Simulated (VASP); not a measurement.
Input of a VASP 6.6.1 run:

The input INCAR:

```
PREC = Accurate
ENCUT = 520
EDIFF = 1E-7
ISMEAR = 0
SIGMA = 0.1
LREAL = F
LASPH = T
NELM = 80
ALGO = Normal
ISIF = 2
LWAVE = F
LCHARG = F
GGA = PE
NBANDS = 28
```

The input KPOINTS:

```
Automatic mesh
0
Gamma
  14 14 14
```

POSCAR

```
Zn3C
1.0
   -2.4417565435      2.4417565435      2.4417565435
    2.4417565435     -2.4417565435      2.4417565435
    2.4417565435      2.4417565435     -2.4417565435
Zn C
3 1
Direct
    0.0000000000      0.5000000000      0.5000000000
    0.5000000000      0.0000000000      0.5000000000
    0.5000000000      0.5000000000      0.0000000000
    0.0000000000      0.0000000000      0.0000000000
```

Potentials or basis: VASP PAW PBE potentials, release 64 (Zn, C).

The run is started by

```sh
$ cat potpaw_PBE.64/Zn/POTCAR potpaw_PBE.64/C/POTCAR > POTCAR
$ mpirun -np 1 vasp_std > vasp.out
```

(1) Estimate the band gap on the k mesh.

(2) What does it give for the pressure?

Answers

(1) zero (band 20 reaches 4.47 eV, above the bottom of band 21 at -0.11 eV).

(2) 0.4 GPa.
